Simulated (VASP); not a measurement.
# AlN (P6_3/mmc) in VASP: notebook

The runs below take AlN through single point, with PBE.

Everything below comes from runs of VASP 6.6.1. Logs are shortened: lines on timing, memory, paths and dates and some standing lists are left out, and cuts for length are marked.

## Step 1: The cell of the first run

It takes space group P6_3/mmc (No. 194, hexagonal). The conventional cell has a = 3.411 Å, b = 3.411 Å, c = 4.427 Å, α = 90.00°, β = 90.00°, γ = 120.00°. Within 2.6 Å of Al (site symmetry -6m2) lie 5 N at 1.97 to 2.21 Å. Within 2.6 Å of N (site symmetry -6m2) lie 5 Al at 1.97 to 2.21 Å.

## Step 2: Single point, PBE (volume 11.149 Å^3 an atom, c/a of the conventional cell 1.2980)

Contents of INCAR:

```
SYSTEM = AlN
ALGO = Normal
EDIFF = 1E-6
ENCUT = 520
GGA = PE
ISIF = 2
ISMEAR = 0
LASPH = .TRUE.
LCHARG = .FALSE.
LREAL = .FALSE.
LWAVE = .FALSE.
NBANDS = 16
NELM = 80
PREC = Accurate
SIGMA = 0.05
```

Contents of KPOINTS:

```
k-points
0
G
  9 9 6
  0 0 0
```

Contents of POSCAR:

```
AlN
1.0
    3.4105953390      0.0000000000      0.0000000000
   -1.7052976695      2.9536622056      0.0000000000
    0.0000000000      0.0000000000      4.4269527501
Al N
2 2
Direct
    0.3333333333      0.6666666667      0.7500000000
    0.6666666667      0.3333333333      0.2500000000
    0.3333333333      0.6666666667      0.2500000000
    0.6666666667      0.3333333333      0.7500000000
```

Potentials or basis: VASP PAW PBE potentials, release 64 (Al, N).

Launch:

```console
$ cat potpaw_PBE.64/Al/POTCAR potpaw_PBE.64/N/POTCAR > POTCAR
$ mpirun -np 1 vasp_std > vasp.out
```

OUTCAR:

```text
SYSTEM = AlN
   EDIFF = 1E-6
   ENCUT = 520
   GGA = PE
   ISIF = 2
   ISMEAR = 0
   LASPH = .TRUE.
   LREAL = .FALSE.
   NELM = 80
   PREC = Accurate

 ion  position               nearest neighbor table
   1  0.333  0.667  0.750-   4 1.97   4 1.97   4 1.97   3 2.21   3 2.21   2 2.96   2 2.96   2 2.96
                             2 2.96   2 2.96   2 2.96
   2  0.667  0.333  0.250-   3 1.97   3 1.97   3 1.97   4 2.21   4 2.21   1 2.96   1 2.96   1 2.96
                             1 2.96   1 2.96   1 2.96
   3  0.333  0.667  0.250-   2 1.97   2 1.97   2 1.97   1 2.21   1 2.21
   4  0.667  0.333  0.750-   1 1.97   1 1.97   1 1.97   2 2.21   2 2.21

  LATTYP: Found a hexagonal cell.
 ALAT       =     3.4105953390
 C/A-ratio  =     1.2980000000

  Lattice vectors:

 A1 = (   3.4105953390,   0.0000000000,   0.0000000000)
 A2 = (  -1.7052976695,   2.9536622056,   0.0000000000)
 A3 = (   0.0000000000,   0.0000000000,   4.4269527501)

Analysis of symmetry for initial positions (statically):
[... 10 lines left out ...]

The static configuration has the point symmetry D_3d.
 The point group associated with its full space group is D_6h.

Analysis of symmetry for dynamics (positions and initial velocities):
[... 10 lines left out ...]

The dynamic configuration has the point symmetry D_3d.
 The point group associated with its full space group is D_6h.

 Subroutine INISYM returns: Found 24 space group operations
[... 5 lines left out ...]
                                     Primitive cell

  volume of cell :      44.5960

  direct lattice vectors                    reciprocal lattice vectors
     3.410595339  0.000000000  0.000000000     0.293203943  0.169281375  0.000000000
    -1.705297669  2.953662206  0.000000000     0.000000000  0.338562750  0.000000000
     0.000000000  0.000000000  4.426952750     0.000000000  0.000000000  0.225889016

  length of vectors
     3.410595339  3.410595339  4.426952750     0.338562750  0.338562750  0.225889016

  position of ions in fractional coordinates (direct lattice)
     0.333333333  0.666666667  0.750000000
     0.666666667  0.333333333  0.250000000
     0.333333333  0.666666667  0.250000000
     0.666666667  0.333333333  0.750000000

  ion indices of the primitive-cell ions
   primitive index   ion index
                 1           1
                 2           2
                 3           3
                 4           4

----------------------------------------------------------------------------------------
[... 63 lines left out ...]
   ICHARG =      2    charge: 1-file 2-atom 10-const
   ISPIN  =      1    spin polarized calculation?
   LNONCOLLINEAR =      F non collinear calculations
   LSORBIT =      F    spin-orbit coupling
   LASPH  =      T    aspherical Exc in radial PAW
   ENCUT  =  520.0 eV  38.22 Ry    6.18 a.u.   6.34  6.34  8.23*2*pi/ulx,y,z
   NELM   =     80;   NELMIN=  2; NELMDL= -5     # of ELM steps
   EDIFF  = 0.1E-05   stopping-criterion for ELM
   LREAL  =      F    real-space projection
   EDIFFG = 0.1E-04   stopping-criterion for IOM
   NSW    =      0    number of steps for IOM
   IBRION =     -1    ionic relax: 0-MD 1-quasi-New 2-CG
   NFREE  =      0    steps in history (QN), initial steepest desc. (CG)
   ISIF   =      2    stress and relaxation
   ISYM   =      2    0-nonsym 1-usesym 2-fastsym
   POTIM  = 0.5000    time-step for ionic-motion
   TEBEG  =    0.0;   TEEND  =   0.0 temperature during run
   PSTRESS=    0.0 pullay stress
   NELECT =      16.0000    total number of electrons
   NUPDOWN=      -1.0000    fix difference up-down
   EMIN   =  10.00;   EMAX   =-10.00  energy-range for DOS
   EFERMI =   0.00;   METHOD = LEGACY
   ISMEAR =     0;   SIGMA  =   0.05  broadening in eV -4-tet -1-fermi 0-gaus
   EFERMI_NEDOS =   21; number of points for ismear=-14 and -15
   IALGO  =     38    algorithm
   IMIX   =      4    mixing-type and parameters
     AMIX     =   0.40;   BMIX     =  1.00
     AMIX_MAG =   1.60;   BMIX_MAG =  1.00
  volume/ion in A,a.u.               =      11.15        75.24
  Fermi-wavevector in a.u.,A,eV,Ry     =   1.163276  2.198273 18.411562  1.353212
  Thomas-Fermi vector in A             =   2.299828
   LORBIT       =      0    0 simple, 1 ext, 2 COOP (PROOUT), +10 PAW based schemes
   GGA     = PE    functional components
   LHFCALC =     F    Hartree Fock is set to
   AEXX    =    0.0000 exact exchange contribution
   IVDW    =     0    specifies the selected vdW correction
   LEPSILON=     F    determine dielectric tensor
   LRPA    =     F    only Hartree local field effects (RPA)
 non-spin polarized calculation
 Gauss-broadening in eV      SIGMA  =   0.05
  energy-cutoff  :      520.00
  volume of cell :       44.60
 maximum number of plane-waves:      1229
 NGX is ok and might be reduce to    28
   NGX = 13   NGY = 13   NGZ = 17

 number of electron      16.0000000 magnetization

 Free energy of the ion-electron system (eV)
  ---------------------------------------------------
  ext. energy  EPLUGINS =         0.00000000
  ---------------------------------------------------
  free energy    TOTEN  =       -29.02462817 eV

  energy without entropy =      -29.02462817  energy(sigma->0) =      -29.02462817

 E-fermi :   7.1056     XC(G=0): -10.6689

 val. band max:        6.8212609039   @ k =   0.0000   0.0000   0.0000
 cond. band min:       9.1403644735   @ k =   0.0000   0.0000   0.0000
 fundamental gap:      2.3191035696
 Fermi energy:         7.1055685440

 k-point     1 :       0.0000    0.0000    0.0000
  band No.  band energies     occupation
      1      -9.1976      2.00000
      2      -6.2426      2.00000
      3       0.5108      2.00000
      4       3.8410      2.00000
      5       3.8410      2.00000
      6       5.2623      2.00000
[... 433 lines left out ...]
      3       0.8917      2.00000
      4       1.5111      2.00000
      5       1.5111      2.00000
      6       3.8446      2.00000
[... 8 lines left out ...]
     15      17.3321      0.00000
     16      18.4651      0.00000

 [... further k-points ...]
[... 5 lines left out ...]
  --------------------------------------------------------------------------------------
  -------------------------------------------------------------------------------------
  Total       -5.2532049     -5.2532049     -4.6401129      0.0000000      0.0000000      0.0000000
  in kB     -188.7291623   -188.7291623   -166.7029250      0.0000000      0.0000000      0.0000000
  external PRESSURE =    -181.3870832 kB  Pullay stress =       0.0000000 kB

 VOLUME and BASIS-vectors are now :
 -----------------------------------------------------------------------------
  energy-cutoff  :      520.00
  volume of cell :       44.60
      direct lattice vectors                 reciprocal lattice vectors
     3.410595339  0.000000000  0.000000000     0.293203943  0.169281375  0.000000000
    -1.705297669  2.953662206  0.000000000     0.000000000  0.338562750  0.000000000
     0.000000000  0.000000000  4.426952750     0.000000000  0.000000000  0.225889016

 POSITION                                       TOTAL-FORCE (eV/Angst)
 -----------------------------------------------------------------------------------
     -0.00000      1.96911      3.32021        -0.000000     -0.000000      0.000000
      1.70530      0.98455      1.10674        -0.000000     -0.000000      0.000000
     -0.00000      1.96911      1.10674         0.000000     -0.000000      0.000000
      1.70530      0.98455      3.32021        -0.000000      0.000000      0.000000
 -----------------------------------------------------------------------------------
    total drift:                               -0.000000      0.000000     -0.000000

  FREE ENERGIE OF THE ION-ELECTRON SYSTEM (eV)
  ---------------------------------------------------
  free  energy   TOTEN  =       -29.0246281675 eV

  energy  without entropy=      -29.0246281675  energy(sigma->0) =      -29.02462817
```

OSZICAR:

```text
N       E                     dE             d eps       ncg     rms          rms(c)
DAV:   1     0.435876112869E+02    0.43588E+02   -0.71036E+03  1536   0.885E+02
DAV:   2    -0.293591606936E+02   -0.72947E+02   -0.65346E+02  2336   0.181E+02
DAV:   3    -0.331799696930E+02   -0.38208E+01   -0.38055E+01  1776   0.430E+01
DAV:   4    -0.332049785416E+02   -0.25009E-01   -0.25007E-01  1968   0.399E+00
DAV:   5    -0.332053407878E+02   -0.36225E-03   -0.36224E-03  1792   0.479E-01    0.112E+01
DAV:   6    -0.290263658267E+02    0.41790E+01   -0.93254E+00  1968   0.222E+01    0.370E+00
DAV:   7    -0.290449197204E+02   -0.18554E-01   -0.58894E-01  1640   0.540E+00    0.269E+00
DAV:   8    -0.290328430436E+02    0.12077E-01   -0.92268E-02  1600   0.270E+00    0.961E-01
DAV:   9    -0.290240819274E+02    0.87611E-02   -0.16386E-02  1856   0.104E+00    0.306E-01
DAV:  10    -0.290247407374E+02   -0.65881E-03   -0.34776E-03  1800   0.382E-01    0.167E-01
DAV:  11    -0.290246257351E+02    0.11500E-03   -0.21139E-04  1824   0.116E-01    0.480E-02
DAV:  12    -0.290246287445E+02   -0.30094E-05   -0.19036E-05  1648   0.341E-02    0.855E-03
DAV:  13    -0.290246281675E+02    0.57698E-06   -0.65563E-06  1872   0.189E-02
   1 F= -.29024628E+02 E0= -.29024628E+02  d E =-.527236E-18
```

Run time: 47 s. Hardware: 1 thread of AMD EPYC 7R43 (Zen 3), shared host; peak memory 0.14 GiB.

What came out:

| Quantity | Value |
| --- | --- |
| Free energy | -29.0246 eV |
| Pressure | -18.1 GPa |
| Band gap on the k mesh | 2.32 eV, direct |

Levels at points of the mesh, in eV from the valence-band top:
| k point | band 4 | band 5 | band 6 | band 7 | band 8 | band 9 | band 10 | band 11 | band 12 | band 13 |
| --- | --- | --- | --- | --- | --- | --- | --- | --- | --- | --- |
| (0.00, 0.00, 0.00) | -2.98 | -2.98 | -1.56 | -1.56 | 0.00 | 2.32 | 3.52 | 7.70 | 7.70 | 10.23 |
| (0.00, 0.00, 0.50) | -3.61 | -2.30 | -2.30 | -2.30 | -2.30 | 4.83 | 4.83 | 7.97 | 7.97 | 7.97 |

[end of part 1 of 2]
